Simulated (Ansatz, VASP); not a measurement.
## One calculation of Hf5H, two programs

File INCAR:

```
PREC = Accurate
ENCUT = 520
EDIFF = 1E-6
ISMEAR = 0
SIGMA = 0.1
LREAL = False
LASPH = True
NELM = 60
ALGO = Normal
ISIF = 2
LWAVE = False
LCHARG = True
LDIPOL = True
IDIPOL = 3
DIPOL = 0.5 0.5 0.313
GGA = PE
IVDW = 12
LELF = True
LVHAR = True
LVACPOTAV = True
NBANDS = 34
```

File KPOINTS:

```
regular mesh
0
Gamma
  6 6 1
```

Contents of POSCAR:

```
Hf5H
1.0
    4.9564149667      0.0000000000      0.0000000000
   -2.4782074834      4.2923812729      0.0000000000
    0.0000000000      0.0000000000     21.1328376004
Hf H
5 1
Direct
    0.6666666667      0.3333333333      0.1892788879
    0.3333333333      0.6666666667      0.2371533849
    0.0000000000      0.0000000000      0.2763383880
    0.6666666667      0.3333333333      0.3164267596
    0.3333333333      0.6666666667      0.3706476976
    0.3333333333      1.1111111111      0.4889470026
```

Input for Ansatz:

```yaml
crystal:
  lattice:
    - [4.9564149667, 0.0, 0.0]
    - [-2.4782074834, 4.2923812729, 0.0]
    - [0.0, 0.0, 21.1328376004]
  atoms:
    - { symbol: Hf, position: [0.6666666667, 0.3333333333, 0.1892788879] }
    - { symbol: Hf, position: [0.3333333333, 0.6666666667, 0.2371533849] }
    - { symbol: Hf, position: [0.0, 0.0, 0.276338388] }
    - { symbol: Hf, position: [0.6666666667, 0.3333333333, 0.3164267596] }
    - { symbol: Hf, position: [0.3333333333, 0.6666666667, 0.3706476976] }
    - { symbol: H, position: [0.3333333333, 1.1111111111, 0.4889470026] }
basis:
  ecutwfc: 420
kpoints:
  mp_grid: { grid: [6, 6, 1] }
hamiltonian:
  xc: pbe
  dispersion: d3bj
scf:
  occupations: { method: gaussian, width: 0.1 }
output:
  forces: true
  eigenvalues: true
efield:
  axis: 3
  dipole_correction: true
  ramp_width: 0.04
```

Alike in both runs: task single point; functional PBE; dispersion D3(BJ); k mesh 6 × 6 × 1; occupations gaussian, width 0.1 eV; no spin polarisation.

|  | VASP | Ansatz |
| --- | --- | --- |
| version | VASP 6.6.1 | Ansatz 0.2.0 |
| potentials or method | VASP PAW PBE potentials, release 64 (Hf_pv, H), cutoff 520 eV | scalar-relativistic, plane waves, PAW |
| valence electrons in the cell | 51 | 131 |

Ansatz gave:

```
gap on the k mesh at the Fermi level (eV)  : none
rms of the force components (eV/Å)         : 0.548
work function, face that differs most (eV) : 3.37
```

Q: Estimate VASP's values.

A: gap on the k mesh at the Fermi level (eV): none; rms of the force components (eV/Å): 0.533; work function, face that differs most (eV): 3.37.

Atom by atom the forces differ by 0.034 eV/Å (rms over components). A gap of «none» marks a metal or a gap that the smearing closes. VASP's potentials hold 51 valence electrons a cell and Ansatz's 131, so a difference there can come from the potentials and not from the codes.

Spin-orbit coupling is off throughout.
